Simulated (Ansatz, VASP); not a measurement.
## Si: VASP beside Ansatz

```
Si
1.0
     0.00000    5.43000    5.43000
     5.43000    0.00000    5.43000
     5.43000    5.43000    0.00000
Si
17
Direct
  0.99995 0.00056 0.99886
  0.12124 0.12225 0.12810
  0.00009 0.00070 0.50027
  0.12487 0.12508 0.62498
  0.99345 0.50233 0.00181
  0.12120 0.62836 0.12808
  0.00006 0.49895 0.50025
  0.12135 0.62852 0.62158
  0.50139 0.99488 0.00158
  0.62784 0.12201 0.12799
  0.49875 0.00054 0.50011
  0.62792 0.12224 0.62146
  0.50131 0.50197 0.00149
  0.62415 0.62559 0.12432
  0.50163 0.50234 0.49362
  0.62790 0.62834 0.62141
  0.37411 0.37562 0.87429
```

Alike in both runs: functional LDA; k mesh 2 × 2 × 2; occupations gaussian, width 0.05 eV; no spin polarisation.

Ansatz relaxed the structure, and its values are those at the end. VASP's run is a single point on that final structure, the one shown.

|  | VASP | Ansatz |
| --- | --- | --- |
| version | VASP 6.6.1 | Ansatz 0.2.0 |
| potentials or method | VASP PAW LDA potentials, release 64 (Si), cutoff 520 eV | scalar-relativistic, plane waves, PAW |
| valence electrons in the cell | 68 | 68 |

```tsv
	VASP	Ansatz	Ansatz less VASP
rms of the force components (eV/Å)	0.012	0.012	-0.0004
```

Ansatz warns that its potentials were made for another functional, while VASP's fit it. LDA's correlation is that of Perdew and Zunger in VASP and of Perdew and Wang (1992) in Ansatz.

The k mesh is coarse, so the values compare programs but aren't converged.
